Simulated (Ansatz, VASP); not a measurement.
# One calculation of Be, two programs

```xyz
4
Lattice="2.6001 0.0000 0.0000 -1.3000 2.2517 0.0000 0.0000 0.0000 8.5344" Properties=species:S:1:pos:R:3 pbc="T T T"
Be    0.0000    0.0000    0.0000
Be    0.0000    1.5011    2.1336
Be    0.0000    0.0000    4.2672
Be    1.3000    0.7506    6.4008
```

Alike in both runs: task relaxation of cell and atoms; functional PBE; k mesh 12 × 12 × 4; occupations gaussian, width 0.1 eV; no spin polarisation.

```csv
,VASP,Ansatz
version,VASP 6.6.1,Ansatz 0.2.0
potentials or method,"VASP PAW PBE potentials, release 64 (Be), cutoff 600 eV","scalar-relativistic, plane waves, PAW"
valence electrons in the cell,8,8
```

|  | VASP | Ansatz | Ansatz less VASP |
| --- | --- | --- | --- |
| gap on the k mesh at the Fermi level, each at its own relaxed structure (eV) | none | none | - |
| relaxed volume (Å³/atom) | 7.94 | 7.90 | -0.039 |
| relaxed cell length with the largest relative difference (Å) | 2.259 | 2.254 | -0.0049 |

A gap of «none» marks a metal or a gap that the smearing closes.

Noted on VASP's run: the volume moved by over 15 % at a fixed basis, so the end points are rough.
